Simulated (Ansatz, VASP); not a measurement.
## Cd: VASP beside Ansatz

Contents of INCAR:

```
SYSTEM = Cd
ALGO = Normal
EDIFF = 1E-6
ENCUT = 520
GGA = PE
ISIF = 2
ISMEAR = -1
LASPH = .TRUE.
LCHARG = .FALSE.
LREAL = .FALSE.
LWAVE = .FALSE.
NBANDS = 19
NELM = 80
PREC = Accurate
SIGMA = 0.05
```

KPOINTS

```
k-points
0
G
  14 14 7
  0 0 0
```

POSCAR

```
Cd
1.0
    2.9788725081      0.0000000000      0.0000000000
   -1.4894362540      2.5797792666      0.0000000000
    0.0000000000      0.0000000000      5.4491205000
Cd
2
Direct
    0.3333333333      0.6666666667      0.2500000000
    0.6666666667      0.3333333333      0.7500000000
```

Input for Ansatz:

```yaml
crystal:
  lattice:
    - [2.9788725081, 0.0, 0.0]
    - [-1.489436254, 2.5797792666, 0.0]
    - [0.0, 0.0, 5.4491205]
  atoms:
    - { symbol: Cd, position: [0.3333333333, 0.6666666667, 0.25] }
    - { symbol: Cd, position: [0.6666666667, 0.3333333333, 0.75] }
kpoints:
  mp_grid: { grid: [14, 14, 7] }
  band_path:
    path:
      - [0.0, 0.0, 0.0]
      - [0.5, 0.0, 0.0]
      - [0.3333333333, 0.3333333333, 0.0]
      - [0.0, 0.0, 0.0]
      - [0.0, 0.0, 0.5]
      - [0.5, 0.0, 0.5]
      - [0.3333333333, 0.3333333333, 0.5]
      - [0.0, 0.0, 0.5]
      - [0.5, 0.0, 0.5]
    npoints: 5
scf:
  occupations: { method: fermi_dirac, width: 0.05 }
hamiltonian:
  xc: pbe
  pseudopotentials: { kind: all_electron, lapw: { basis_error: 0.00025 } }
output:
  forces: true
  stress: true
  eigenvalues: true
```

Change from the starting cell: zz strain of -3 %.

Alike in both runs: task single point; functional PBE; k mesh 14 × 14 × 7; occupations fermi-dirac, width 0.05 eV; no spin polarisation.

|  | VASP | Ansatz |
| --- | --- | --- |
| version | VASP 6.6.1 | Ansatz 0.2.0 |
| potentials or method | VASP PAW PBE potentials, release 64 (Cd), cutoff 520 eV | all-electron LAPW, scalar-relativistic |

|  | VASP | Ansatz | Ansatz less VASP |
| --- | --- | --- | --- |
| pressure (GPa) | 4.9 | 4.5 | -0.38 |
| traceless stress, the component that is largest in VASP (GPa) | -0.92 | -0.78 | +0.141 |

Ansatz ran all-electron here, and VASP with PAW potentials.
